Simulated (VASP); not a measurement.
Set up this calculation in VASP 6.6.1, as the native input.

| Quantity | Value |
| --- | --- |
| Task | relaxation of cell and atoms |
| Functional | BLYP |
| Dispersion | D3(BJ) |
| Potentials or basis | VASP PAW PBE potentials, release 64 (Cd) |
| Cutoff | 600 eV |
| k mesh | 10 × 10 × 5 |
| Occupations | fermi-dirac, width 0.05 eV |
| Spin | no spin polarisation |
| Dipole correction | no |
| Further INCAR settings | ALGO = Normal; EDIFF = 1e-06; IBRION = 2; EDIFFG = -0.01; NSW = 60; ISIF = 3 |

The structure of Cd lies in POSCAR:

```
Cd
1.0
    2.9788700000      0.0000000000      0.0000000000
   -1.4894350000      2.5797770946      0.0000000000
    0.0000000000      0.0000000000      5.6176500000
Cd
2
Direct
    0.6666666667      0.3333333333      0.7500000000
    0.3333333333      0.6666666667      0.2500000000
```

These files were run (other wordings do the same):

INCAR

```
PREC = Accurate ; ENCUT = 600
EDIFF = 1E-6 ; ISMEAR = -1
SIGMA = 0.05 ; LREAL = F
LASPH = T ; NELM = 60
ALGO = Normal ; ISIF = 3
LWAVE = F ; LCHARG = F
GGA = B5 ; ALDAX = 1.0
AGGAX = 1.0 ; AGGAC = 1.0
ALDAC = 0.0 ; IVDW = 12
IBRION = 2 ; NSW = 60
EDIFFG = -0.01 ; VDW_S6 = 1.0
VDW_S8 = 2.6996 ; VDW_A1 = 0.4298
VDW_A2 = 4.2359
```

KPOINTS

```
Automatic mesh
0
Gamma
  10 10 5
```

Potentials or basis: VASP PAW PBE potentials, release 64 (Cd).

Launch:

```sh
$ cat potpaw_PBE.64/Cd/POTCAR > POTCAR
$ mpirun -np 1 vasp_std > vasp.out
```

Results of the run:

The relaxed volume is 21.73 Å³/atom, the relaxed cell is a = 2.998 Å, b = 2.998 Å, c = 5.586 Å, α = 90.00°, β = 90.00°, γ = 120.00° and the space group after relaxing (to 0.05 Å) is P6_3/mmc (No. 194). The energy gained by relaxing is 0.9 meV/atom and the ionic steps are 5. The pressure after relaxing is 0.0 GPa. The band gap on the k mesh is zero (band 12 reaches 4.36 eV, above the bottom of band 13 at 0.61 eV) and the dispersion energy per atom is -1.015 eV.

Caveat: the PAW data sets were made with another functional, which shifts forces and pressure a little; pairwise dispersion overbinds metals, which lowers pressure and volume.

It took 53 s on 1 thread of Intel(R) Xeon(R) 6975P-C (Granite Rapids), with other jobs on the host, peak memory 0.19 GiB.
